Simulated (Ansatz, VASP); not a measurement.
# Ir in VASP and in Ansatz

```
Ir
1.0
     0.00000    2.01568    1.87171
     2.01568    0.00000    1.87171
     2.01568    2.01568    0.00000
Ir
1
Direct
  0.00000 0.00000 0.00000
```

Change from the starting cell: strain +0.050 along x and y, -0.025 along z, atoms carried along.

Alike in both runs: task single point; functional PBEsol; k mesh 22 × 22 × 22; occupations gaussian, width 0.15 eV; no spin polarisation.

|  | VASP | Ansatz |
| --- | --- | --- |
| version | VASP 6.6.1 | Ansatz 0.2.0 |
| potentials or method | VASP PAW PBE potentials, release 64 (Ir), cutoff 520 eV | scalar-relativistic, plane waves, PAW |
| valence electrons in the cell | 9 | 17 |

```tsv
	VASP	Ansatz	Ansatz less VASP
gap on the k mesh at the Fermi level (eV)	none	none	-
pressure (GPa)	-23.4	-24.0	-0.54
traceless stress, the component that is largest in VASP (GPa)	14.25	14.32	+0.068
```

VASP's potentials were made for PBE, not for PBEsol. A gap of «none» marks a metal or a gap that the smearing closes. With one functional, cell and mesh, what is left measures potentials, basis and numerics. VASP's potentials hold 9 valence electrons a cell and Ansatz's 17, so a difference there can come from the potentials and not from the codes.

Spin-orbit coupling is off throughout.
